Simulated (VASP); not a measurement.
# Pd (Fm-3m) in VASP: a series of runs

The runs below take Pd through single point, with PBE.

Everything below comes from runs of VASP 6.6.1. Logs are shortened: lines on timing, memory, paths and dates and some standing lists are left out, and cuts for length are marked.

### 1 The cell of the first run

It takes space group Fm-3m (No. 225, cubic). The conventional cell has a = 3.789 Å, b = 3.789 Å, c = 3.789 Å, α = 90.00°, β = 90.00°, γ = 90.00°. Within 3.5 Å of Pd (site symmetry m-3m) lie 12 Pd at 2.68 Å.

### 2 Single point, PBE (Mo replaced by Pd, lengths x 0.942, strained)

Contents of INCAR:

```
PREC = Accurate ; ENCUT = 520
EDIFF = 1E-6 ; ISMEAR = 0
SIGMA = 0.1 ; LREAL = False
LASPH = True ; NELM = 100
ALGO = Normal ; ISIF = 2
LWAVE = False ; LCHARG = False
GGA = PE ; NBANDS = 11
```

Contents of KPOINTS:

```
regular mesh
0
Gamma
  8 8 8
```

Contents of POSCAR:

```
Pd
1.0
    0.0000000000      1.8946410406      1.8946410406
    1.8946410406      0.0000000000      1.8946410406
    1.8946410406      1.8946410406      0.0000000000
Pd
1
Direct
    0.0000000000      0.0000000000      0.0000000000
```

Potentials or basis: VASP PAW PBE potentials, release 64 (Pd).

On the command line:

```console
cat potpaw_PBE.64/Pd/POTCAR > POTCAR
mpirun -np 1 vasp_std > vasp.out
```

OUTCAR:

```text
PREC = Accurate
   ENCUT = 520
   EDIFF = 1E-6
   ISMEAR = 0
   LREAL = False
   LASPH = True
   NELM = 100
   ISIF = 2
   GGA = PE

 ion  position               nearest neighbor table
   1  0.000  0.000  0.000-

  LATTYP: Found a face centered cubic cell.
 ALAT       =     3.7892820812

  Lattice vectors:

 A1 = (   0.0000000000,   1.8946410406,   1.8946410406)
 A2 = (   1.8946410406,   0.0000000000,   1.8946410406)
 A3 = (   1.8946410406,   1.8946410406,   0.0000000000)

Analysis of symmetry for initial positions (statically):
=====================================================================
 Subroutine PRICEL returns:
 Original cell was already a primitive cell.

 Routine SETGRP: Setting up the symmetry group for a
 face centered cubic supercell.

 Subroutine GETGRP returns: Found 48 space group operations
 (whereof 48 operations were pure point group operations)
 out of a pool of 48 trial point group operations.

The static configuration has the point symmetry O_h .

Analysis of symmetry for dynamics (positions and initial velocities):
=====================================================================
 Subroutine PRICEL returns:
 Original cell was already a primitive cell.

 Routine SETGRP: Setting up the symmetry group for a
 face centered cubic supercell.

 Subroutine GETGRP returns: Found 48 space group operations
 (whereof 48 operations were pure point group operations)
 out of a pool of 48 trial point group operations.

The dynamic configuration has the point symmetry O_h .

 Subroutine INISYM returns: Found 48 space group operations
 (whereof 48 operations are pure point group operations),
 and found     1 'primitive' translations

----------------------------------------------------------------------------------------

                                     Primitive cell

  volume of cell :      13.6023

  direct lattice vectors                    reciprocal lattice vectors
     0.000000000  1.894641041  1.894641041    -0.263902232  0.263902232  0.263902232
     1.894641041  0.000000000  1.894641041     0.263902232 -0.263902232  0.263902232
     1.894641041  1.894641041  0.000000000     0.263902232  0.263902232 -0.263902232

  length of vectors
     2.679427055  2.679427055  2.679427055     0.457092075  0.457092075  0.457092075

  position of ions in fractional coordinates (direct lattice)
     0.000000000  0.000000000  0.000000000

  ion indices of the primitive-cell ions
   primitive index   ion index
                 1           1

----------------------------------------------------------------------------------------

 KPOINTS: regular mesh

Automatic generation of k-mesh.
 Grid dimensions read from file:
 generate k-points for:    8    8    8

 Generating k-lattice:

  Cartesian coordinates                     Fractional coordinates (reciprocal lattice)
    -0.032987779  0.032987779  0.032987779     0.125000000  0.000000000  0.000000000
     0.032987779 -0.032987779  0.032987779     0.000000000  0.125000000  0.000000000
     0.032987779  0.032987779 -0.032987779     0.000000000  0.000000000  0.125000000

  Length of vectors
     0.057136509  0.057136509  0.057136509

  Shift w.r.t. Gamma in fractional coordinates (k-lattice)
     0.000000000  0.000000000  0.000000000

 Subroutine IBZKPT returns following result:
 ===========================================

 Found     29 irreducible k-points:

 Following reciprocal coordinates:
            Coordinates               Weight
  0.000000  0.000000  0.000000      1.000000
  0.125000  0.000000  0.000000      8.000000
  0.250000  0.000000  0.000000      8.000000
  0.375000  0.000000  0.000000      8.000000
  0.500000  0.000000  0.000000      4.000000
  0.125000  0.125000  0.000000      6.000000
[... 16 lines left out ...]
  0.500000  0.250000  0.125000     48.000000
 -0.375000  0.250000  0.125000     24.000000
 [... further k-points ...]
   k-points           NKPTS =     29   k-points in BZ     NKDIM =     29   number of bands    NBANDS=     11
   number of dos      NEDOS =    301   number of ions     NIONS =      1
   total plane-waves  NPLWV =   8000
   dimension x,y,z NGX =    20 NGY =   20 NGZ =   20
   dimension x,y,z NGXF=    40 NGYF=   40 NGZF=   40
   ions per type =               1
   NGX,Y,Z   is equivalent  to a cutoff of  12.41, 12.41, 12.41 a.u.
   NGXF,Y,Z  is equivalent  to a cutoff of  24.82, 24.82, 24.82 a.u.
 SYSTEM =  unknown system
   PREC   = accura    normal or accurate (medium, high low for compatibility)
   ISTART =      0    job   : 0-new  1-cont  2-samecut
   ICHARG =      2    charge: 1-file 2-atom 10-const
   ISPIN  =      1    spin polarized calculation?
   LNONCOLLINEAR =      F non collinear calculations
   LSORBIT =      F    spin-orbit coupling
   LASPH  =      T    aspherical Exc in radial PAW
   ENCUT  =  520.0 eV  38.22 Ry    6.18 a.u.   4.98  4.98  4.98*2*pi/ulx,y,z
   NELM   =    100;   NELMIN=  2; NELMDL= -5     # of ELM steps
   EDIFF  = 0.1E-05   stopping-criterion for ELM
   LREAL  =      F    real-space projection
   EDIFFG = 0.1E-04   stopping-criterion for IOM
   NSW    =      0    number of steps for IOM
   IBRION =     -1    ionic relax: 0-MD 1-quasi-New 2-CG
   NFREE  =      0    steps in history (QN), initial steepest desc. (CG)
   ISIF   =      2    stress and relaxation
   ISYM   =      2    0-nonsym 1-usesym 2-fastsym
   POTIM  = 0.5000    time-step for ionic-motion
   TEBEG  =    0.0;   TEEND  =   0.0 temperature during run
   PSTRESS=    0.0 pullay stress
   NELECT =      10.0000    total number of electrons
   NUPDOWN=      -1.0000    fix difference up-down
   EMIN   =  10.00;   EMAX   =-10.00  energy-range for DOS
   EFERMI =   0.00;   METHOD = LEGACY
   ISMEAR =     0;   SIGMA  =   0.10  broadening in eV -4-tet -1-fermi 0-gaus
   EFERMI_NEDOS =   21; number of points for ismear=-14 and -15
   IALGO  =     38    algorithm
   IMIX   =      4    mixing-type and parameters
     AMIX     =   0.40;   BMIX     =  1.00
     AMIX_MAG =   1.60;   BMIX_MAG =  1.00
  volume/ion in A,a.u.               =      13.60        91.79
  Fermi-wavevector in a.u.,A,eV,Ry     =   1.477535  2.792137 29.703026  2.183111
  Thomas-Fermi vector in A             =   2.591927
   LORBIT       =      0    0 simple, 1 ext, 2 COOP (PROOUT), +10 PAW based schemes
   GGA     = PE    functional components
   LHFCALC =     F    Hartree Fock is set to
   AEXX    =    0.0000 exact exchange contribution
   IVDW    =     0    specifies the selected vdW correction
   LEPSILON=     F    determine dielectric tensor
   LRPA    =     F    only Hartree local field effects (RPA)
 non-spin polarized calculation
 Gauss-broadening in eV      SIGMA  =   0.10
  energy-cutoff  :      520.00
  volume of cell :       13.60
 maximum number of plane-waves:       380
   NGX =  9   NGY =  9   NGZ =  9

 number of electron      10.0000000 magnetization

 Free energy of the ion-electron system (eV)
  ---------------------------------------------------
  ext. energy  EPLUGINS =         0.00000000
  ---------------------------------------------------
  free energy    TOTEN  =        -5.06606186 eV

  energy without entropy =       -5.05423930  energy(sigma->0) =       -5.06015058

 E-fermi :  11.3393     XC(G=0): -13.6903

 val. band max:       11.2937170234   @ k =  -0.3750   0.3750   0.1250
 cond. band min:      11.3490625650   @ k =   0.5000   0.2500   0.0000
 fundamental gap:      0.0553455417
 Fermi energy:        11.3393261680

 k-point     1 :       0.0000    0.0000    0.0000
  band No.  band energies     occupation
      1       3.4313      2.00000
      2       8.0239      2.00000
      3       8.0239      2.00000
      4       8.0239      2.00000
      5       9.8612      2.00000
      6       9.8612      2.00000
      7      28.4153      0.00000
      8      33.6562      0.00000
      9      33.6562      0.00000
     10      33.6562      0.00000
     11      37.2351      0.00000

 k-point     2 :       0.1250    0.0000    0.0000
  band No.  band energies     occupation
      1       4.0182      2.00000
      2       7.8266      2.00000
      3       8.2183      2.00000
      4       8.2183      2.00000
      5       9.7806      2.00000
      6       9.7806      2.00000
      7      29.0370      0.00000
      8      30.9090      0.00000
      9      34.4147      0.00000
     10      34.4147      0.00000
     11      37.2701      0.00000

 k-point     3 :       0.2500    0.0000    0.0000
  band No.  band energies     occupation
      1       5.1956      2.00000
      2       7.9812      2.00000
      3       8.3500      2.00000
      4       8.3500      2.00000
      5      10.0254      2.00000
      6      10.0254      2.00000
      7      26.4338      0.00000
      8      29.6683      0.00000
      9      35.9458      0.00000
     10      35.9458      0.00000
     11      37.2150      0.00000

 k-point     4 :       0.3750    0.0000    0.0000
  band No.  band energies     occupation
      1       5.3891      2.00000
      2       8.0989      2.00000
      3       8.0989      2.00000
      4      10.1194      2.00000
      5      10.8191      2.00000
      6      10.8191      2.00000
      7      21.9257      0.00000
      8      28.4176      0.00000
      9      34.3072      0.00000
     10      34.3072      0.00000
     11      37.2543      0.00000
[... 239 lines left out ...]
 k-point    22 :       0.3750    0.2500    0.1250
  band No.  band energies     occupation
      1       6.2594      2.00000
      2       6.8593      2.00000
      3       8.0564      2.00000
      4       9.4798      2.00000
      5       9.6824      2.00000
      6      11.5539      0.00241
      7      26.9451      0.00000
      8      27.9767      0.00000
      9      31.2877      0.00000
     10      33.8036      0.00000
     11      37.2097      0.00000

 k-point    23 :       0.5000    0.2500    0.1250
  band No.  band energies     occupation
      1       6.3786      2.00000
      2       7.3162      2.00000
      3       7.8129      2.00000
      4       9.2603      2.00000
      5      10.6586      2.00000
      6      13.9111      0.00000
      7      22.6001      0.00000
      8      27.1012      0.00000
      9      29.2534      0.00000
     10      34.1392      0.00000
     11      37.8192      0.00000

 k-point    24 :      -0.3750    0.2500    0.1250
  band No.  band energies     occupation
      1       6.3114      2.00000
      2       7.0940      2.00000
      3       8.4585      2.00000
      4       8.9943      2.00000
      5      11.0865      1.99965
      6      16.3387      0.00000
      7      19.2220      0.00000
      8      27.4818      0.00000
      9      28.0595      0.00000
     10      33.0712      0.00000
     11      37.2833      0.00000

 [... further k-points ...]

------------------------ aborting loop because EDIFF is reached ----------------------------------------

  FORCE on cell =-STRESS in cart. coord.  units (eV):
  Direction    XX          YY          ZZ          XY          YZ          ZX
  --------------------------------------------------------------------------------------
  -------------------------------------------------------------------------------------
  Total        2.4060579      2.4060579      2.4060579      0.0000000     -0.0000000      0.0000000
  in kB      283.4039110    283.4039110    283.4039110      0.0000000     -0.0000000      0.0000000
  external PRESSURE =     283.4039110 kB  Pullay stress =       0.0000000 kB

 VOLUME and BASIS-vectors are now :
 -----------------------------------------------------------------------------
  energy-cutoff  :      520.00
  volume of cell :       13.60
      direct lattice vectors                 reciprocal lattice vectors
     0.000000000  1.894641041  1.894641041    -0.263902232  0.263902232  0.263902232
     1.894641041  0.000000000  1.894641041     0.263902232 -0.263902232  0.263902232
     1.894641041  1.894641041  0.000000000     0.263902232  0.263902232 -0.263902232

 POSITION                                       TOTAL-FORCE (eV/Angst)
 -----------------------------------------------------------------------------------
      0.00000      0.00000      0.00000        -0.000000      0.000000     -0.000000
 -----------------------------------------------------------------------------------
    total drift:                               -0.000000     -0.000000     -0.000000

  FREE ENERGIE OF THE ION-ELECTRON SYSTEM (eV)
  ---------------------------------------------------
  free  energy   TOTEN  =        -5.0660618638 eV

  energy  without entropy=       -5.0542392989  energy(sigma->0) =       -5.06015058
```

It took 4.1 s on 1 thread of AMD EPYC 7R43 (Zen 3), shared host; peak memory 0.09 GiB.

What came out:

- Free energy: -5.0661 eV
- Pressure: 28.3 GPa
- Band gap on the k mesh: zero (bands 5 and 6 overlap by 1.84 eV)

Caveat: the cell differs from its parent crystal (Mo replaced by Pd, lengths x 0.942, strained); the cell stands under pressure.

### 3 Single point, PBE (Mo replaced by Pd, lengths x 0.942, strained)

Contents of INCAR:

```
SYSTEM = Pd
ALGO = Normal
EDIFF = 1E-6
ENCUT = 520
GGA = PE
ISIF = 2
ISMEAR = 0
LASPH = .True.
LCHARG = .True.
LELF = .True.
LREAL = .False.
LVHAR = .True.
LWAVE = .False.
NBANDS = 11
NELM = 80
PREC = Accurate
SIGMA = 0.1
```

Contents of KPOINTS:

```
k-points
0
Gamma
  18 18 18
  0 0 0
```

POSCAR is that of step 2.

Potentials or basis: VASP PAW PBE potentials, release 64 (Pd).

On the command line:

```console
cat potpaw_PBE.64/Pd/POTCAR > POTCAR
mpirun -np 1 vasp_std > vasp.out
```

Run time: 19 s. Hardware: 1 thread of AMD EPYC 7R43 (Zen 3), shared host; peak memory 0.11 GiB.

It converged, with:

```
Free energy            : -5.0986 eV
Pressure               : 27.2 GPa
Band gap on the k mesh : zero (bands 5 and 6 overlap by 1.82 eV)
```

Levels at points of the mesh, in eV from the Fermi level:
```
           k point  band 1  band 2  band 3  band 4  band 5  band 6  band 7  band 8  band 9  band 10
(0.00, 0.00, 0.00)   -7.79   -3.24   -3.24   -3.24   -1.40   -1.40   17.19   22.44   22.44    22.44
(0.50, 0.00, 0.00)   -5.97   -3.30   -3.30   -0.02   -0.02    0.83    8.00   16.57   21.89    21.89
(0.50, 0.50, 0.00)   -6.13   -5.81   -0.05    0.34    0.34    3.35   11.65   13.65   13.65    22.78
```

Caveat: the cell differs from its parent crystal (Mo replaced by Pd, lengths x 0.942, strained); the cell stands under pressure.

The gap in the log of VASP goes by the Fermi energy; the results here count the filled bands.